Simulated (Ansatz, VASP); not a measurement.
# Sn in VASP and in Ansatz

Contents of INCAR:

```
PREC = Accurate
ENCUT = 520
EDIFF = 1E-6
ISMEAR = -1
SIGMA = 0.1
LREAL = False
LASPH = True
NELM = 100
ALGO = Normal
ISIF = 2
LWAVE = False
LCHARG = False
GGA = RP
NBANDS = 21
```

The input KPOINTS:

```
regular mesh
0
Gamma
  12 12 6
```

Contents of POSCAR:

```
Sn
1.0
    3.5000404599      0.0000000000      0.0000000000
   -1.7500202299      3.0311239525      0.0000000000
    0.0000000000      0.0000000000      5.8155858282
Sn
2
Direct
    0.3333333333      0.6666666667      0.2500000000
    0.6666666667      0.3333333333      0.7500000000
```

Input for Ansatz:

```yaml
crystal:
  lattice:
    - [3.5000404599, 0.0, 0.0]
    - [-1.7500202299, 3.0311239525, 0.0]
    - [0.0, 0.0, 5.8155858282]
  atoms:
    - { symbol: Sn, position: [0.3333333333, 0.6666666667, 0.25] }
    - { symbol: Sn, position: [0.6666666667, 0.3333333333, 0.75] }
hamiltonian:
  xc: rpbe
  pseudopotentials:
    kind: paw
    azcp:
      Sn: "pseudopotentials/Sn.paw.azcp"
basis:
  ecutwfc: 420
  fft_grid_basis: typed
kpoints:
  mp_grid: { grid: [12, 12, 6], shift: [0, 0, 0] }
magnetization:
  spin_polarized: false
scf:
  occupations: { method: fermi_dirac, width: 0.1 }
  lower_state_search: "off"
output:
  stress: true
```

Alike in both runs: task single point; functional RPBE; k mesh 12 × 12 × 6; occupations fermi-dirac, width 0.1 eV; no spin polarisation.

```csv
,VASP,Ansatz
version,VASP 6.6.1,Ansatz 0.2.0
potentials or method,"VASP PAW PBE potentials, release 64 (Sn_d), cutoff 520 eV","plane waves (420 eV) with PAW, scalar-relativistic"
valence electrons in the cell,28,28
```

Ansatz gave:

- pressure (GPa): -2.7
- traceless stress, the component that is largest in VASP (GPa): -0.36

Estimate VASP's values.

pressure (GPa): -2.8; traceless stress, the component that is largest in VASP (GPa): -0.36.

VASP's potentials were made for PBE, not for RPBE. The functional is the same, so the differences come from potentials, cutoffs and numerics.
